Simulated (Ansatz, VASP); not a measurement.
One calculation of Zn, two programs

```
CELL_PARAMETERS angstrom
2.66480 0.00000 0.00000
-1.33240 2.30778 0.00000
0.00000 0.00000 4.94670
ATOMIC_POSITIONS crystal
Zn 0.33333 0.66667 0.25000
Zn 0.71541 0.43083 0.75000
```

Change from the starting cell: one atom moved.

Alike in both runs: task single point; functional PBE; k mesh 15 × 15 × 8; occupations gaussian, width 0.1 eV; no spin polarisation.

|  | VASP | Ansatz |
| --- | --- | --- |
| version | VASP 6.6.1 | Ansatz 0.2.0 |
| potentials or method | VASP PAW PBE potentials, release 64 (Zn), cutoff 520 eV | scalar-relativistic, plane waves, PAW |
| valence electrons in the cell | 24 | 24 |

Ansatz gave:

```
gap on the k mesh at the Fermi level (eV)                     : none
pressure (GPa)                                                : -0.1
traceless stress, the component that is largest in VASP (GPa) : 2.49
rms of the force components (eV/Å)                            : 0.046
```

Q: Which values does VASP return?

A: gap on the k mesh at the Fermi level (eV): none; pressure (GPa): 0.3; traceless stress, the component that is largest in VASP (GPa): 2.36; rms of the force components (eV/Å): 0.047.

Atom by atom the forces differ by 0.001 eV/Å (rms over components). A gap of «none» marks a metal or a gap that the smearing closes.
